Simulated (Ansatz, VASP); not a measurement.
# One calculation of HfO2, two programs

```
CELL_PARAMETERS angstrom
3.46939 0.00000 0.00000
0.00000 3.46939 0.00000
0.00000 0.00000 5.28904
ATOMIC_POSITIONS crystal
Hf 0.50000 0.50000 0.50000
Hf 0.00000 0.00000 0.00000
O 0.00000 0.50000 0.69811
O 0.50000 0.00000 0.80189
O 0.50000 0.00000 0.30189
O 0.00000 0.50000 0.19811
```

Change from the starting cell: epitaxial_xy strain -3.0%.

Alike in both runs: task single point; functional r2SCAN; k mesh 8 × 8 × 6; no spin polarisation.

|  | VASP | Ansatz |
| --- | --- | --- |
| version | VASP 6.6.1 | Ansatz 0.2.0 |
| potentials or method | VASP PAW PBE potentials, release 64 (Hf_pv, O) | plane waves, PAW |
| plane-wave cutoff (eV) | 520 | 500 |
| occupations | gaussian, width 0.01 eV | fixed |
| valence electrons in the cell | 44 | 76 |

|  | VASP | Ansatz | Ansatz less VASP |
| --- | --- | --- | --- |
| gap on the k mesh at the Fermi level (eV) | 5.27 | 5.25 | -0.025 |
| pressure (GPa) | 9.5 | 13.3 | +3.82 |
| traceless stress, the component that is largest in VASP (GPa) | -13.43 | -13.29 | +0.142 |
| rms of the force components (eV/Å) | 0.031 | 0.001 | -0.0307 |

VASP's potentials were made for PBE, not for r2SCAN. Atom by atom the forces differ by 0.032 eV/Å (rms over components). VASP's potentials hold 44 valence electrons a cell and Ansatz's 76, so a difference there can come from the potentials and not from the codes.

Neither program's run includes spin-orbit coupling.
